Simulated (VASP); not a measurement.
# AgCl (P4/mmm) in VASP: a series of runs

The runs below take AgCl through electric field gradients, with PBE.

Everything below comes from runs of VASP 6.6.1. Logs are shortened: lines on timing, memory, paths and dates and some standing lists are left out, and cuts for length are marked.

### Step 1. The cell of the first run

Symmetry: P4/mmm, No. 123, tetragonal system. The conventional cell has a = 3.400 Å, b = 3.400 Å, c = 3.434 Å, α = 90.00°, β = 90.00°, γ = 90.00°. Ag (site symmetry 4/mmm) has 8 Cl at 2.95 Å and 6 Ag at 3.40 to 3.43 Å within 3.9 Å. Within 3.9 Å of Cl (site symmetry 4/mmm) lie 8 Ag at 2.95 Å and 6 Cl at 3.40 to 3.43 Å.

### Step 2. Electric field gradients, PBE (equal xx and yy strain of -1 %)

INCAR reads:

```
PREC = Accurate
ENCUT = 520
EDIFF = 1E-8
ISMEAR = -1
SIGMA = 0.01
LREAL = False
LASPH = True
NELM = 60
ALGO = Normal
ISIF = 2
LWAVE = False
LCHARG = False
GGA = PE
LEFG = True
NBANDS = 16
```

KPOINTS reads:

```
Automatic mesh
0
Gamma
  9 9 9
```

POSCAR reads:

```
AgCl
1.0
    3.3996332700      0.0000000000      0.0000000000
    0.0000000000      3.3996332700      0.0000000000
    0.0000000000      0.0000000000      3.4339730000
Ag Cl
1 1
Direct
    0.0000000000      0.0000000000      0.0000000000
    0.5000000000      0.5000000000      0.5000000000
```

Potentials or basis: VASP PAW PBE potentials, release 64 (Ag, Cl).

The run is started by

```bash
$ cat potpaw_PBE.64/Ag/POTCAR potpaw_PBE.64/Cl/POTCAR > POTCAR
$ mpirun -np 1 vasp_std > vasp.out
```

OUTCAR:

```text
PREC = Accurate
   ENCUT = 520
   EDIFF = 1E-8
   ISMEAR = -1
   LREAL = False
   LASPH = True
   NELM = 60
   ISIF = 2
   GGA = PE

 ion  position               nearest neighbor table
   1  0.000  0.000  0.000-   2 2.95   2 2.95   2 2.95   2 2.95   2 2.95   2 2.95   2 2.95   2 2.95

   2  0.500  0.500  0.500-   1 2.95   1 2.95   1 2.95   1 2.95   1 2.95   1 2.95   1 2.95   1 2.95

  LATTYP: Found a simple tetragonal cell.
 ALAT       =     3.3996332700
 C/A-ratio  =     1.0101010101

  Lattice vectors:

 A1 = (   3.3996332700,   0.0000000000,   0.0000000000)
 A2 = (   0.0000000000,   3.3996332700,   0.0000000000)
 A3 = (   0.0000000000,   0.0000000000,   3.4339730000)

Analysis of symmetry for initial positions (statically):
=====================================================================
 Subroutine PRICEL returns:
 Original cell was already a primitive cell.

 Routine SETGRP: Setting up the symmetry group for a
 simple tetragonal supercell.

 Subroutine GETGRP returns: Found 16 space group operations
 (whereof 16 operations were pure point group operations)
 out of a pool of 16 trial point group operations.

The static configuration has the point symmetry D_4h.

Analysis of symmetry for dynamics (positions and initial velocities):
=====================================================================
 Subroutine PRICEL returns:
 Original cell was already a primitive cell.

 Routine SETGRP: Setting up the symmetry group for a
 simple tetragonal supercell.

 Subroutine GETGRP returns: Found 16 space group operations
 (whereof 16 operations were pure point group operations)
 out of a pool of 16 trial point group operations.

The dynamic configuration has the point symmetry D_4h.

 Subroutine INISYM returns: Found 16 space group operations
 (whereof 16 operations are pure point group operations),
 and found     1 'primitive' translations

----------------------------------------------------------------------------------------

                                     Primitive cell

  volume of cell :      39.6882

  direct lattice vectors                    reciprocal lattice vectors
     3.399633270  0.000000000  0.000000000     0.294149375  0.000000000  0.000000000
     0.000000000  3.399633270  0.000000000     0.000000000  0.294149375  0.000000000
     0.000000000  0.000000000  3.433973000     0.000000000  0.000000000  0.291207881

  length of vectors
     3.399633270  3.399633270  3.433973000     0.294149375  0.294149375  0.291207881

  position of ions in fractional coordinates (direct lattice)
     0.000000000  0.000000000  0.000000000
     0.500000000  0.500000000  0.500000000

  ion indices of the primitive-cell ions
   primitive index   ion index
                 1           1
                 2           2

----------------------------------------------------------------------------------------

 KPOINTS: Automatic mesh

Automatic generation of k-mesh.
 Grid dimensions read from file:
 generate k-points for:    9    9    9

 Generating k-lattice:

  Cartesian coordinates                     Fractional coordinates (reciprocal lattice)
     0.032683264  0.000000000  0.000000000     0.111111111  0.000000000  0.000000000
     0.000000000  0.032683264  0.000000000     0.000000000  0.111111111  0.000000000
     0.000000000  0.000000000  0.032356431     0.000000000  0.000000000  0.111111111

  Length of vectors
     0.032683264  0.032683264  0.032356431

  Shift w.r.t. Gamma in fractional coordinates (k-lattice)
     0.000000000  0.000000000  0.000000000

 Subroutine IBZKPT returns following result:
 ===========================================

 Found     75 irreducible k-points:

 Following reciprocal coordinates:
            Coordinates               Weight
  0.000000  0.000000  0.000000      1.000000
  0.111111  0.000000  0.000000      4.000000
  0.222222  0.000000  0.000000      4.000000
  0.333333  0.000000  0.000000      4.000000
  0.444444  0.000000  0.000000      4.000000
  0.111111  0.111111  0.000000      4.000000
[... 16 lines left out ...]
  0.333333  0.111111  0.111111     16.000000
  0.444444  0.111111  0.111111     16.000000
 [... further k-points ...]
   k-points           NKPTS =     75   k-points in BZ     NKDIM =     75   number of bands    NBANDS=     16
   number of dos      NEDOS =    301   number of ions     NIONS =      2
   total plane-waves  NPLWV =  21952
   dimension x,y,z NGX =    28 NGY =   28 NGZ =   28
   dimension x,y,z NGXF=    56 NGYF=   56 NGZF=   56
   ions per type =               1   1
   NGX,Y,Z   is equivalent  to a cutoff of  13.69, 13.69, 13.56 a.u.
   NGXF,Y,Z  is equivalent  to a cutoff of  27.38, 27.38, 27.11 a.u.
 SYSTEM =  unknown system
   PREC   = accura    normal or accurate (medium, high low for compatibility)
   ISTART =      0    job   : 0-new  1-cont  2-samecut
   ICHARG =      2    charge: 1-file 2-atom 10-const
   ISPIN  =      1    spin polarized calculation?
   LNONCOLLINEAR =      F non collinear calculations
   LSORBIT =      F    spin-orbit coupling
   LASPH  =      T    aspherical Exc in radial PAW
   ENCUT  =  520.0 eV  38.22 Ry    6.18 a.u.   6.32  6.32  6.38*2*pi/ulx,y,z
   NELM   =     60;   NELMIN=  2; NELMDL= -5     # of ELM steps
   EDIFF  = 0.1E-07   stopping-criterion for ELM
   LREAL  =      F    real-space projection
   EDIFFG = 0.1E-06   stopping-criterion for IOM
   NSW    =      0    number of steps for IOM
   IBRION =     -1    ionic relax: 0-MD 1-quasi-New 2-CG
   NFREE  =      0    steps in history (QN), initial steepest desc. (CG)
   ISIF   =      2    stress and relaxation
   ISYM   =      2    0-nonsym 1-usesym 2-fastsym
   POTIM  = 0.5000    time-step for ionic-motion
   TEBEG  =    0.0;   TEEND  =   0.0 temperature during run
   PSTRESS=    0.0 pullay stress
   NELECT =      18.0000    total number of electrons
   NUPDOWN=      -1.0000    fix difference up-down
   EMIN   =  10.00;   EMAX   =-10.00  energy-range for DOS
   EFERMI =   0.00;   METHOD = LEGACY
   ISMEAR =    -1;   SIGMA  =   0.01  broadening in eV -4-tet -1-fermi 0-gaus
   EFERMI_NEDOS =   21; number of points for ismear=-14 and -15
   IALGO  =     38    algorithm
   IMIX   =      4    mixing-type and parameters
     AMIX     =   0.40;   BMIX     =  1.00
     AMIX_MAG =   1.60;   BMIX_MAG =  1.00
  volume/ion in A,a.u.               =      19.84       133.91
  Fermi-wavevector in a.u.,A,eV,Ry     =   1.257801  2.376900 21.525284  1.582064
  Thomas-Fermi vector in A             =   2.391442
   LORBIT       =      0    0 simple, 1 ext, 2 COOP (PROOUT), +10 PAW based schemes
   GGA     = PE    functional components
   LHFCALC =     F    Hartree Fock is set to
   AEXX    =    0.0000 exact exchange contribution
   IVDW    =     0    specifies the selected vdW correction
   LEPSILON=     F    determine dielectric tensor
   LRPA    =     F    only Hartree local field effects (RPA)
 non-spin polarized calculation
  energy-cutoff  :      520.00
  volume of cell :       39.69
 maximum number of plane-waves:      1085
 NGX is ok and might be reduce to    28
   NGX = 13   NGY = 13   NGZ = 13

 number of electron      18.0000003 magnetization

 Free energy of the ion-electron system (eV)
  ---------------------------------------------------
  ext. energy  EPLUGINS =         0.00000000
  ---------------------------------------------------
  free energy    TOTEN  =        -5.12027829 eV

  energy without entropy =       -5.12027829  energy(sigma->0) =       -5.12027829

 E-fermi :   4.3221     XC(G=0): -10.4923

 val. band max:        4.1125497850   @ k =   0.0000   0.0000   0.4444
 cond. band min:       4.7158197814   @ k =   0.0000   0.0000   0.0000
 fundamental gap:      0.6032699964
 Fermi energy:         4.3221279198

 k-point     1 :       0.0000    0.0000    0.0000
  band No.  band energies     occupation
      1     -10.5581      2.00000
      2       1.3298      2.00000
      3       1.3472      2.00000
      4       2.3134      2.00000
      5       2.3134      2.00000
      6       2.3247      2.00000
[... 8 lines left out ...]
     15      18.0049      0.00000
     16      20.5431      0.00000
[... 419 lines left out ...]
 k-point    24 :       0.4444    0.1111    0.1111
  band No.  band energies     occupation
      1     -10.0060      2.00000
      2      -0.7273      2.00000
      3       1.0068      2.00000
      4       1.4115      2.00000
      5       1.5963      2.00000
      6       2.2671      2.00000
[... 8 lines left out ...]
     15      19.0723      0.00000
     16      20.9711      0.00000

 [... further k-points ...]

------------------------ aborting loop because EDIFF is reached ----------------------------------------

  FORCE on cell =-STRESS in cart. coord.  units (eV):
  Direction    XX          YY          ZZ          XY          YZ          ZX
  --------------------------------------------------------------------------------------
  -------------------------------------------------------------------------------------
  Total        0.2223545      0.2223545      0.0997559      0.0000000     -0.0000000      0.0000000
  in kB        8.9762610      8.9762610      4.0270624      0.0000000     -0.0000000      0.0000000
  external PRESSURE =       7.3265282 kB  Pullay stress =       0.0000000 kB

 VOLUME and BASIS-vectors are now :
 -----------------------------------------------------------------------------
  energy-cutoff  :      520.00
  volume of cell :       39.69
      direct lattice vectors                 reciprocal lattice vectors
     3.399633270  0.000000000  0.000000000     0.294149375  0.000000000  0.000000000
     0.000000000  3.399633270  0.000000000     0.000000000  0.294149375  0.000000000
     0.000000000  0.000000000  3.433973000     0.000000000  0.000000000  0.291207881

 POSITION                                       TOTAL-FORCE (eV/Angst)
 -----------------------------------------------------------------------------------
      0.00000      0.00000      0.00000         0.000000      0.000000      0.000000
      1.69982      1.69982      1.71699         0.000000      0.000000      0.000000
 -----------------------------------------------------------------------------------
    total drift:                               -0.000000      0.000000      0.000000

  FREE ENERGIE OF THE ION-ELECTRON SYSTEM (eV)
  ---------------------------------------------------
  free  energy   TOTEN  =        -5.1202782922 eV

  energy  without entropy=       -5.1202782922  energy(sigma->0) =       -5.12027829

 Electric field gradients (V/A^2)
---------------------------------------------------------------------
 ion       V_xx      V_yy      V_zz      V_xy      V_xz      V_yz
---------------------------------------------------------------------
   1       0.487     0.487    -0.975     0.000     0.000    -0.000
   2      -2.352    -2.352     4.704    -0.000     0.000     0.000
---------------------------------------------------------------------

 Electric field gradients after diagonalization (V/A^2)
 (convention: |V_zz| > |V_xx| > |V_yy|)
----------------------------------------------------------------------
 ion       V_xx      V_yy      V_zz     asymmetry (V_yy - V_xx)/ V_zz
----------------------------------------------------------------------
   1       0.487     0.487    -0.975       0.000
   2      -2.352    -2.352     4.704       0.000
----------------------------------------------------------------------

           NMR quadrupolar parameters

 Cq : quadrupolar parameter    Cq=e*Q*V_zz/h
 eta: asymmetry parameters     (V_yy - V_xx)/ V_zz
 Q  : nuclear electric quadrupole moment in mb (millibarn)
----------------------------------------------------------------------
 ion       Cq(MHz)       eta       Q (mb)
----------------------------------------------------------------------
   1      -0.002       0.000       1.000
   2       0.011       0.000       1.000
----------------------------------------------------------------------
```

It took 35 s on 1 thread of AMD EPYC 7R13 (Zen 3), shared host; peak memory 0.15 GiB.

Results:

- Free energy: -5.1203 eV
- Pressure: 0.7 GPa
- Band gap on the k mesh: 0.60 eV (least direct gap 2.11 eV)
- Largest electric field gradient by atom: Ag -1.0; Cl +4.7 V/Å²

Stress tensor (GPa, compression positive):
```
0.90 0.00 0.00
0.00 0.90 0.00
0.00 0.00 0.40
```

Electric field gradients, principal values (V/Å²):
```
atom   least  middle  greatest (by size)
1 Ag   0.487   0.487              -0.975
2 Cl  -2.352  -2.352               4.704
```

Caveat: the cell differs from its parent crystal (equal xx and yy strain of -1 %); without QUAD_EFG the Cq values of the log hold for a quadrupole moment of 1 mb, not for the nuclei; an odd mesh through Γ misses points on the zone boundary, where band edges can lie.

### Step 3. Electric field gradients, PBE (equal xx and yy strain of -1 %)

INCAR reads:

```
SYSTEM = AgCl
ALGO     = Normal         ! electronic algorithm
EDIFF    = 1E-8           ! SCF threshold, eV
ENCUT    = 520            ! plane-wave cutoff, eV
GGA      = PE             ! functional
ISIF     = 2              ! what is computed and relaxed
ISMEAR   = -1             ! smearing method
LASPH    = .TRUE.         ! aspherical terms in the spheres
LCHARG   = .FALSE.        ! write CHGCAR
LEFG     = .TRUE.       
LREAL    = .FALSE.        ! projectors in reciprocal space
LWAVE    = .FALSE.        ! write WAVECAR
NBANDS   = 16             ! bands
NELM     = 60             ! most SCF steps
PREC     = Accurate       ! precision mode
SIGMA    = 0.01           ! smearing width, eV
```

KPOINTS reads:

```
k-points
0
G
  9 9 9
  0 0 0
```

POSCAR is that of step 2.

Potentials or basis: VASP PAW PBE potentials, release 64 (Ag, Cl).

The run is started by

```bash
$ cat potpaw_PBE.64/Ag/POTCAR potpaw_PBE.64/Cl/POTCAR > POTCAR
$ mpirun -np 1 vasp_std > vasp.out
```

OUTCAR:

```text
SYSTEM = AgCl
   EDIFF = 1E-8
   ENCUT = 520
   GGA = PE
   ISIF = 2
   ISMEAR = -1
   LASPH = .TRUE.
   LREAL = .FALSE.
   NELM = 60
   PREC = Accurate

 ion  position               nearest neighbor table
   1  0.000  0.000  0.000-   2 2.95   2 2.95   2 2.95   2 2.95   2 2.95   2 2.95   2 2.95   2 2.95

   2  0.500  0.500  0.500-   1 2.95   1 2.95   1 2.95   1 2.95   1 2.95   1 2.95   1 2.95   1 2.95

  LATTYP: Found a simple tetragonal cell.
 ALAT       =     3.3996332700
 C/A-ratio  =     1.0101010101

  Lattice vectors:

 A1 = (   3.3996332700,   0.0000000000,   0.0000000000)
 A2 = (   0.0000000000,   3.3996332700,   0.0000000000)
 A3 = (   0.0000000000,   0.0000000000,   3.4339730000)

Analysis of symmetry for initial positions (statically):
=====================================================================
 Subroutine PRICEL returns:
 Original cell was already a primitive cell.

 Routine SETGRP: Setting up the symmetry group for a
 simple tetragonal supercell.
[... 646 lines left out ...]
      direct lattice vectors                 reciprocal lattice vectors
     3.399633270  0.000000000  0.000000000     0.294149375  0.000000000  0.000000000
     0.000000000  3.399633270  0.000000000     0.000000000  0.294149375  0.000000000
     0.000000000  0.000000000  3.433973000     0.000000000  0.000000000  0.291207881

 POSITION                                       TOTAL-FORCE (eV/Angst)
 -----------------------------------------------------------------------------------
      0.00000      0.00000      0.00000         0.000000      0.000000      0.000000
      1.69982      1.69982      1.71699         0.000000      0.000000      0.000000
 -----------------------------------------------------------------------------------
    total drift:                               -0.000000      0.000000      0.000000

  FREE ENERGIE OF THE ION-ELECTRON SYSTEM (eV)
  ---------------------------------------------------
  free  energy   TOTEN  =        -5.1202782922 eV

  energy  without entropy=       -5.1202782922  energy(sigma->0) =       -5.12027829

 Electric field gradients (V/A^2)
---------------------------------------------------------------------
 ion       V_xx      V_yy      V_zz      V_xy      V_xz      V_yz
---------------------------------------------------------------------
   1       0.487     0.487    -0.975     0.000     0.000    -0.000
   2      -2.352    -2.352     4.704    -0.000     0.000     0.000
---------------------------------------------------------------------

 Electric field gradients after diagonalization (V/A^2)
 (convention: |V_zz| > |V_xx| > |V_yy|)
----------------------------------------------------------------------
 ion       V_xx      V_yy      V_zz     asymmetry (V_yy - V_xx)/ V_zz
----------------------------------------------------------------------
   1       0.487     0.487    -0.975       0.000
   2      -2.352    -2.352     4.704       0.000
----------------------------------------------------------------------

           NMR quadrupolar parameters

 Cq : quadrupolar parameter    Cq=e*Q*V_zz/h
 eta: asymmetry parameters     (V_yy - V_xx)/ V_zz
 Q  : nuclear electric quadrupole moment in mb (millibarn)
----------------------------------------------------------------------
 ion       Cq(MHz)       eta       Q (mb)
----------------------------------------------------------------------
   1      -0.002       0.000       1.000
   2       0.011       0.000       1.000
----------------------------------------------------------------------
```

OSZICAR:

```text
N       E                     dE             d eps       ncg     rms          rms(c)
DAV:   1     0.996795303108E+02    0.99680E+02   -0.86103E+03  2440   0.102E+03
DAV:   2    -0.188314042287E+01   -0.10156E+03   -0.92903E+02  3064   0.226E+02
DAV:   3    -0.539471624070E+01   -0.35116E+01   -0.35041E+01  2960   0.437E+01
DAV:   4    -0.541694271946E+01   -0.22226E-01   -0.22225E-01  3080   0.378E+00
DAV:   5    -0.541720757137E+01   -0.26485E-03   -0.26485E-03  3024   0.404E-01    0.570E+00
DAV:   6    -0.513287263225E+01    0.28433E+00   -0.35494E-01  2960   0.856E+00    0.382E+00
DAV:   7    -0.512382350034E+01    0.90491E-02   -0.13669E-01  2664   0.248E+00    0.211E+00
DAV:   8    -0.512052045499E+01    0.33030E-02   -0.72504E-03  2792   0.863E-01    0.395E-01
DAV:   9    -0.512024122495E+01    0.27923E-03   -0.69325E-04  3216   0.394E-01    0.543E-02
DAV:  10    -0.512027104815E+01   -0.29823E-04   -0.12194E-04  2776   0.114E-01    0.442E-02
DAV:  11    -0.512027858214E+01   -0.75340E-05   -0.68397E-06  2848   0.222E-02    0.762E-03
DAV:  12    -0.512027834548E+01    0.23666E-06   -0.65171E-07  3024   0.704E-03    0.247E-03
DAV:  13    -0.512027841339E+01   -0.67914E-07   -0.21266E-07  2736   0.307E-03    0.215E-03
DAV:  14    -0.512027829781E+01    0.11558E-06   -0.38642E-08  2896   0.148E-03    0.721E-04
DAV:  15    -0.512027829220E+01    0.56177E-08   -0.36884E-09  1456   0.429E-04
   1 F= -.51202783E+01 E0= -.51202783E+01  d E =-.326969E-11
```

Wall time 35 s (1 thread of AMD EPYC 7R13 (Zen 3), shared host); peak memory 0.16 GiB.

What came out:

| Quantity | Value |
| --- | --- |
| Free energy | -5.1203 eV |
| Pressure | 0.7 GPa |
| Band gap on the k mesh | 0.60 eV (least direct gap 2.11 eV) |
| Largest electric field gradient by atom | Ag -1.0; Cl +4.7 V/Å² |

Stress tensor (GPa, compression positive):
```
0.90 0.00 0.00
0.00 0.90 0.00
0.00 0.00 0.40
```

Levels at points of the mesh, in eV from the valence-band top:
```
           k point  band 7  band 8  band 9  band 10  band 11  band 12
(0.00, 0.00, 0.00)   -1.61   -1.51   -1.51     0.60     9.41     9.47
```

Electric field gradients, principal values (V/Å²):
```
atom   least  middle  greatest (by size)
1 Ag   0.487   0.487              -0.975
2 Cl  -2.352  -2.352               4.704
```

Caveat: the cell differs from its parent crystal (equal xx and yy strain of -1 %); without QUAD_EFG the Cq values of the log hold for a quadrupole moment of 1 mb, not for the nuclei; an odd mesh through Γ misses points on the zone boundary, where band edges can lie.

(Part 1 of 2 ends here.)
